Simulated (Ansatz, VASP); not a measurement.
## One calculation of TiTe, two programs

INCAR

```
SYSTEM = TiTe
PREC = Accurate
ENCUT = 520
EDIFF = 1E-6
ISMEAR = -1
SIGMA = 0.05
LREAL = .FALSE.
LASPH = .TRUE.
NELM = 60
ALGO = Normal
ISIF = 2
LWAVE = .FALSE.
LCHARG = .FALSE.
NBANDS = 16
```

KPOINTS

```
Automatic mesh
0
G
  12 12 12
  0 0 0
```

Contents of POSCAR:

```
TiTe
1.0
    0.0000000000      2.5150192774      2.5150192774
    2.5150192774      0.0000000000      2.5150192774
    2.5150192774      2.5150192774      0.0000000000
Ti Te
1 1
Direct
    0.0000000000      0.0000000000      0.0000000000
    0.5000000000      0.5000000000      0.5000000000
```

Input for Ansatz:

```yaml
crystal:
  lattice:
    - [0.0, 2.5150192774, 2.5150192774]
    - [2.5150192774, 0.0, 2.5150192774]
    - [2.5150192774, 2.5150192774, 0.0]
  atoms:
    - { symbol: Ti, position: [0.0, 0.0, 0.0] }
    - { symbol: Te, position: [0.5, 0.5, 0.5] }
kpoints:
  mp_grid: { grid: [12, 12, 12] }
scf:
  occupations: { method: fermi_dirac, width: 0.05 }
hamiltonian:
  xc: lda
  pseudopotentials: { kind: paw, level: accurate }
output:
  forces: true
  stress: true
  eigenvalues: true
  write_density: true
  write_potential: true
  elf: true
  volumetric_format: npy
```

Alike in both runs: task single point; functional LDA; k mesh 12 × 12 × 12; occupations fermi-dirac, width 0.05 eV; no spin polarisation.

|  | VASP | Ansatz |
| --- | --- | --- |
| version | VASP 6.6.1 | Ansatz 0.2.0 |
| potentials or method | VASP PAW LDA potentials, release 64 (Ti_sv, Te) | PAW with other files of Ansatz's library (level accurate), scalar-relativistic |
| plane-wave cutoff (eV) | 520 | 910 |
| valence electrons in the cell | 18 | 28 |

VASP gave:

```
pressure (GPa) : 47.4
```

Problem. Which values does Ansatz return?

Solution. Pressure (GPa): 47.2.

LDA's correlation is that of Perdew and Zunger in VASP and of Perdew and Wang (1992) in Ansatz. Both programs put the cell under a high pressure, so it lies far from rest at this level. VASP's potentials hold 18 valence electrons a cell and Ansatz's 28, so a difference there can come from the potentials and not from the codes. Ansatz's warnings: written density without core change.

Neither program's run includes spin-orbit coupling.
